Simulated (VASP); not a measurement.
Set up this calculation in VASP 6.6.1, as the native input.

```
Task                   : single point
Functional             : r2SCAN
Potentials or basis    : VASP PAW PBE potentials, release 64 (Hg)
Cutoff                 : 520 eV
k mesh                 : 12 × 12 × 12
Occupations            : fermi-dirac, width 0.1 eV
Spin                   : no spin polarisation
Dipole correction      : no
Further INCAR settings : ALGO = Normal; EDIFF = 1e-07; NBANDS = 12
```

The system is Hg.

```
CELL_PARAMETERS angstrom
2.92639 0.00000 0.00000
0.00000 2.92639 0.00000
0.00000 0.00000 2.92639
ATOMIC_POSITIONS crystal
Hg 0.00000 0.00000 0.00000
```

These files were run (other wordings do the same):

POSCAR

```
Hg
1.0
    2.9263862270      0.0000000000      0.0000000000
    0.0000000000      2.9263862270      0.0000000000
    0.0000000000      0.0000000000      2.9263862270
Hg
1
Direct
    0.0000000000      0.0000000000      0.0000000000
```

INCAR.step1

```
SYSTEM = Hg
PREC = Accurate
ENCUT = 520
ISMEAR = -1
SIGMA = 0.1
LREAL = .FALSE.
LASPH = .TRUE.
NELM = 80
NBANDS = 12
GGA = PE
ALGO = Normal
EDIFF = 1E-4
LWAVE = .TRUE.
LCHARG = .FALSE.
```

INCAR.step2

```
SYSTEM = Hg
PREC = Accurate
ENCUT = 520
EDIFF = 1E-7
ISMEAR = -1
SIGMA = 0.1
LREAL = .FALSE.
LASPH = .TRUE.
NELM = 80
ALGO = Normal
ISIF = 2
LWAVE = .FALSE.
LCHARG = .TRUE.
METAGGA = R2SCAN
LMIXTAU = .TRUE.
LELF = .TRUE.
LVHAR = .TRUE.
NBANDS = 12
ISTART = 1
```

KPOINTS

```
Automatic mesh
0
G
  12 12 12
  0 0 0
```

Potentials or basis: VASP PAW PBE potentials, release 64 (Hg).

Launch:

```bash
$ cat potpaw_PBE.64/Hg/POTCAR > POTCAR
$ cp INCAR.step1 INCAR
$ mpirun -np 1 vasp_std > vasp.out
$ cp INCAR.step2 INCAR
$ mpirun -np 1 vasp_std > vasp.out
```

It gave:

The pressure is 4.0 GPa and the band gap on the k mesh is zero (bands 6 and 7 overlap by 7.15 eV).

Caveat: the cell stands under pressure; the PAW data sets were made with another functional, which shifts forces and pressure a little; spin-orbit coupling is left out, which moves the levels of the heavy elements.

Wall time 28 s on 1 thread of Intel(R) Xeon(R) 6975P-C (Granite Rapids), with other jobs on the host, peak memory 0.16 GiB.
